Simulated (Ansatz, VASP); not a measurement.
## Na3LiB5: VASP beside Ansatz

```
CELL_PARAMETERS angstrom
5.58448 0.00000 0.00000
-2.79224 4.83630 0.00000
0.00000 0.00000 4.34769
ATOMIC_POSITIONS crystal
Na 0.59450 0.00000 0.00000
Na 0.00000 0.59450 0.00000
Na 0.40550 0.40550 0.00000
Li 0.00000 0.00000 0.00000
B 0.38653 0.00000 0.50000
B 0.00000 0.38653 0.50000
B 0.61347 0.61347 0.50000
B 0.33333 0.66667 0.50000
B 0.66667 0.33333 0.50000
```

Change from the starting cell: species swapped into the Tm3Ga5Ni type (P-62m, No. 189).

Alike in both runs: functional PBE; k mesh 3 × 3 × 6; occupations gaussian, width 0.1 eV; no spin polarisation.

Ansatz relaxed the structure, and its values are those at the end. VASP's run is a single point on that final structure, the one shown.

```csv
,VASP,Ansatz
version,VASP 6.6.1,Ansatz 0.2.0
potentials or method,"VASP PAW PBE potentials, release 64 (Na_pv, Li_sv, B), cutoff 520 eV","scalar-relativistic, plane waves, PAW"
valence electrons in the cell,39,45
```

Ansatz gave:

```
gap on the k mesh at the Fermi level (eV) : none
rms of the force components (eV/Å)        : 0.007
```

Problem. Estimate VASP's values.

Solution. gap on the k mesh at the Fermi level (eV): none; rms of the force components (eV/Å): 0.006.

A gap of «none» marks a metal or a gap that the smearing closes. VASP's potentials hold 39 valence electrons a cell and Ansatz's 45, so a difference there can come from the potentials and not from the codes.

The k mesh is coarse, so the values compare programs but aren't converged. Noted on VASP's run: the cutoff is short for stress, so the pressure is rough.
